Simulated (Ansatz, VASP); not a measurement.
**Two plane-wave programs on Ge**

POSCAR

```
Ge
1.0
    1.3761917650     -2.5615082600      0.0000000000
    1.3761917650      2.5615082600      0.0000000000
    0.0000000000      0.0000000000      2.7387044650
Ge
1
Direct
    0.5000000000      0.5000000000      0.0000000000
```

The input INCAR.step1:

```
PREC = Accurate
ENCUT = 520
ISMEAR = 0
SIGMA = 0.15
LREAL = False
LASPH = True
NELM = 60
NBANDS = 13
GGA = PE
ALGO = Normal
EDIFF = 1E-4
LWAVE = True
LCHARG = False
```

The input INCAR.step2:

```
PREC = Accurate
ENCUT = 520
EDIFF = 1E-7
ISMEAR = 0
SIGMA = 0.15
LREAL = False
LASPH = True
NELM = 60
ALGO = Normal
ISIF = 2
LWAVE = False
LCHARG = False
METAGGA = R2SCAN
LMIXTAU = True
NBANDS = 13
ISTART = 1
```

The input KPOINTS:

```
regular mesh
0
Gamma
  20 20 18
```

Input for Ansatz:

```yaml
crystal:
  lattice:
    - [1.376191765, -2.56150826, 0.0]
    - [1.376191765, 2.56150826, 0.0]
    - [0.0, 0.0, 2.738704465]
  atoms:
    - { symbol: Ge, position: [0.5, 0.5, 0.0] }
basis:
  ecutwfc: 500
kpoints:
  mp_grid: { grid: [20, 20, 18] }
hamiltonian:
  xc: r2scan
scf:
  occupations: { method: gaussian, width: 0.15 }
output:
  forces: true
  stress: true
  eigenvalues: true
```

Change from the starting cell: strain -0.015 along x and y, +0.015 along z, atoms carried along.

Alike in both runs: task single point; functional r2SCAN; k mesh 20 × 20 × 18; occupations gaussian, width 0.15 eV; no spin polarisation.

|  | VASP | Ansatz |
| --- | --- | --- |
| version | VASP 6.6.1 | Ansatz 0.2.0 |
| potentials or method | VASP PAW PBE potentials, release 64 (Ge_d), cutoff 520 eV | scalar-relativistic, plane waves, PAW |
| valence electrons in the cell | 14 | 14 |

```tsv
	VASP	Ansatz	Ansatz less VASP
gap on the k mesh at the Fermi level (eV)	none	none	-
pressure (GPa)	-2.2	-2.0	+0.17
traceless stress, the component that is largest in VASP (GPa)	-3.88	-3.89	-0.017
```

VASP's potentials were made for PBE, not for r2SCAN. A gap of «none» marks a metal or a gap that the smearing closes. With one functional, cell and mesh, what is left measures potentials, basis and numerics.
